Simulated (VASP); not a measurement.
## Ge: single point with PBE

The system is Ge.

```
CELL_PARAMETERS angstrom
3.48023 -7.20697 0.00000
3.48023 7.20697 0.00000
0.00000 0.00000 4.14514
ATOMIC_POSITIONS crystal
Ge 0.14794 0.48329 0.00000
Ge 0.85206 0.51671 0.00000
Ge 0.51671 0.85206 0.00000
Ge 0.48329 0.14794 0.00000
Ge 0.90536 0.72775 0.50000
Ge 0.09464 0.27225 0.50000
Ge 0.27225 0.09464 0.50000
Ge 0.72775 0.90536 0.50000
```

```json
{"Program": "VASP 6.6.1", "Task": "single point", "Functional": "PBE", "Potentials or basis": "VASP PAW PBE potentials, release 64 (Ge_d)", "Cutoff": "520 eV", "k mesh": "6 × 6 × 10", "Occupations": "gaussian, width 0.1 eV", "Spin": "no spin polarisation", "Dipole correction": "no", "Further INCAR settings": "ALGO = Fast; EDIFF = 1e-06; NBANDS = 66"}
```

```json
{
  "Pressure": "-2.9 GPa",
  "Largest force": "0.005 eV/Å",
  "Band gap on the k mesh": "zero (filled and empty bands touch)"
}
```

Forces in eV/Å, atoms in the order of the input:
```
Ge   0.001 -0.001  0.000
Ge  -0.001  0.001  0.000
Ge  -0.001 -0.001  0.000
Ge   0.001  0.001  0.000
Ge  -0.005 -0.001  0.000
Ge   0.005  0.001  0.000
Ge   0.005 -0.001  0.000
Ge  -0.005  0.001  0.000
```

Levels at points of the mesh, in eV from the Fermi level:
| k point | band 54 | band 55 | band 56 | band 57 | band 58 | band 59 |
| --- | --- | --- | --- | --- | --- | --- |
| (0.00, 0.00, 0.00) | -0.83 | -0.67 | -0.55 | 0.17 | 0.56 | 1.13 |
| (0.50, 0.00, 0.00) | -1.42 | -1.15 | -0.94 | 0.58 | 1.07 | 1.15 |
| (0.50, 0.50, 0.00) | -0.96 | -0.07 | 0.02 | 0.02 | 0.59 | 1.07 |
| (0.00, 0.00, 0.50) | -2.46 | -1.36 | -1.24 | 1.39 | 1.39 | 2.61 |
| (0.50, 0.00, 0.50) | -2.10 | -1.90 | -1.30 | 0.51 | 0.76 | 1.30 |
| (0.50, 0.50, 0.50) | -2.30 | -2.24 | -2.18 | 0.70 | 0.93 | 2.16 |

Run time: 30 min on 1 thread of Oxide Virtual Turin-like Processor, on a shared host, peak memory 0.76 GiB.

Caveat: semilocal functionals underestimate gaps, so a narrow gap can read as zero.
